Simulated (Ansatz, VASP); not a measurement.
**One calculation of CdTe, two programs**

```
CELL_PARAMETERS angstrom
4.13007 0.00000 0.00000
0.00000 5.83897 0.00000
0.00000 0.00000 4.12972
ATOMIC_POSITIONS crystal
Cd 0.50000 0.50000 0.24303
Cd 0.00000 0.00000 0.75697
Te 0.50000 0.00000 0.25516
Te 0.00000 0.50000 0.74484
```

Alike in both runs: task single point; functional PBEsol; k mesh 10 × 8 × 10; occupations gaussian, width 0.1 eV; no spin polarisation.

```csv
,VASP,Ansatz
version,VASP 6.6.1,Ansatz 0.2.0
potentials or method,"VASP PAW PBE potentials, release 64 (Cd, Te), cutoff 520 eV","scalar-relativistic, plane waves, PAW"
valence electrons in the cell,36,72
```

```tsv
	VASP	Ansatz	Ansatz less VASP
gap on the k mesh at the Fermi level (eV)	none	none	-
pressure (GPa)	5.9	5.5	-0.36
traceless stress, the component that is largest in VASP (GPa)	0.13	0.13	+0.004
rms of the force components (eV/Å)	0.005	0.005	-0.0003
```

VASP's potentials were made for PBE, not for PBEsol. Atom by atom the forces differ by 0.001 eV/Å (rms over components). A gap of «none» marks a metal or a gap that the smearing closes. VASP's potentials hold 36 valence electrons a cell and Ansatz's 72, so a difference there can come from the potentials and not from the codes.

Neither program's run includes spin-orbit coupling.
